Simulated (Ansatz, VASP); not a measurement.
## One calculation of Be2H3, two programs

```xyz
5
Lattice="2.4629 0.0000 0.0000 -1.2314 2.1329 0.0000 0.0000 0.0000 5.7469" Properties=species:S:1:pos:R:3 pbc="T T T"
Be    0.0000    1.4219    1.0764
Be    1.2314    0.7110    4.6705
H     0.0000    0.0000    0.0000
H     0.0000    1.4219    3.9185
H     1.2314    0.7110    1.8285
```

Alike in both runs: task relaxation of cell and atoms; functional PBE; k mesh 12 × 12 × 4; occupations gaussian, width 0.1 eV; no spin polarisation.

|  | VASP | Ansatz |
| --- | --- | --- |
| version | VASP 6.6.1 | Ansatz 0.2.0 |
| potentials or method | VASP PAW PBE potentials, release 64 (Be, H), cutoff 600 eV | scalar-relativistic, plane waves, PAW |
| valence electrons in the cell | 7 | 7 |

|  | VASP | Ansatz | Ansatz less VASP |
| --- | --- | --- | --- |
| gap on the k mesh at the Fermi level, each at its own relaxed structure (eV) | none | none | - |
| relaxed volume (Å³/atom) | 6.07 | 6.11 | +0.038 |
| relaxed cell length with the largest relative difference (Å) | 5.741 | 5.763 | +0.0225 |

A gap of «none» marks a metal or a gap that the smearing closes.
